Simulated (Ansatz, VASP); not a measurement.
## HgTe: VASP beside Ansatz

INCAR

```
ALGO     = Normal         # electronic algorithm
EDIFF    = 1E-6           # SCF threshold, eV
ENCUT    = 500            # plane-wave cutoff, eV
GGA      = PE             # functional
GGA_COMPAT= False        
ISIF     = 2              # what is computed and relaxed
ISMEAR   = 0              # smearing method
LASPH    = True           # aspherical terms in the spheres
LCHARG   = False          # write CHGCAR
LREAL    = False          # projectors in reciprocal space
LWAVE    = False          # write WAVECAR
NBANDS   = 16             # bands
NELM     = 120            # most SCF steps
PREC     = Accurate       # precision mode
SIGMA    = 0.1            # smearing width, eV
```

File KPOINTS:

```
k-points
0
Gamma
  18 18 18
```

The input POSCAR:

```
HgTe
1.0
    0.0000000000      3.2145000000      3.2145000000
    3.2145000000      0.0000000000      3.2145000000
    3.2145000000      3.2145000000      0.0000000000
Hg Te
1 1
Direct
    0.0000000000      0.0000000000      0.0000000000
    0.2500000000      0.2500000000      0.2500000000
```

Input for Ansatz:

```yaml
crystal:
  lattice:
    - [0.0, 3.2145, 3.2145]
    - [3.2145, 0.0, 3.2145]
    - [3.2145, 3.2145, 0.0]
  atoms:
    - { symbol: Hg, position: [0.0, 0.0, 0.0] }
    - { symbol: Te, position: [0.25, 0.25, 0.25] }
basis:
  ecutwfc: 420
kpoints:
  mp_grid: { grid: [18, 18, 18] }
hamiltonian:
  xc: pbe
scf:
  occupations: { method: gaussian, width: 0.1 }
output:
  forces: true
  stress: true
  eigenvalues: true
```

Alike in both runs: task single point; functional PBE; k mesh 18 × 18 × 18; occupations gaussian, width 0.1 eV; no spin polarisation.

```csv
,VASP,Ansatz
version,VASP 6.6.1,Ansatz 0.2.0
potentials or method,"VASP PAW PBE potentials, release 64 (Hg, Te), cutoff 500 eV","scalar-relativistic, plane waves, PAW"
valence electrons in the cell,18,36
```

VASP gave:

| Quantity | Value |
| --- | --- |
| gap on the k mesh at the Fermi level (eV) | none |
| pressure (GPa) | 4.6 |

Q: Which values does Ansatz return?

A: gap on the k mesh at the Fermi level (eV): none; pressure (GPa): 4.5.

A gap of «none» marks a metal or a gap that the smearing closes. The functional is the same, so the differences come from potentials, cutoffs and numerics. VASP's potentials hold 18 valence electrons a cell and Ansatz's 36, so a difference there can come from the potentials and not from the codes.

Spin-orbit coupling is off throughout.
